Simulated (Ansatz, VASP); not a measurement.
**Two plane-wave programs on CaTa2**

```xyz
3
Lattice="4.9445 0.0000 0.0000 -2.4723 4.2821 0.0000 0.0000 0.0000 3.0383" Properties=species:S:1:pos:R:3 pbc="T T T"
Ca    0.0000    0.0000    0.0000
Ta    0.0000    2.8547    1.5192
Ta    2.4723    1.4274    1.5192
```

Alike in both runs: task relaxation of cell and atoms; functional PBE; k mesh 12 × 12 × 16; occupations gaussian, width 0.1 eV; no spin polarisation.

|  | VASP | Ansatz |
| --- | --- | --- |
| version | VASP 6.6.1 | Ansatz 0.2.0 |
| potentials or method | VASP PAW PBE potentials, release 64 (Ca_sv, Ta_pv), cutoff 600 eV | scalar-relativistic, plane waves, PAW |
| valence electrons in the cell | 32 | 36 |

|  | VASP | Ansatz | Ansatz less VASP |
| --- | --- | --- | --- |
| gap on the k mesh at the Fermi level, each at its own relaxed structure (eV) | none | none | - |
| relaxed volume (Å³/atom) | 21.50 | 21.48 | -0.024 |
| relaxed length of the cell vector where the two differ most in proportion (Å) | 4.963 | 4.961 | -0.0020 |

A gap of «none» marks a metal or a gap that the smearing closes. VASP's potentials hold 32 valence electrons a cell and Ansatz's 36, so a difference there can come from the potentials and not from the codes.

Neither program's run includes spin-orbit coupling.
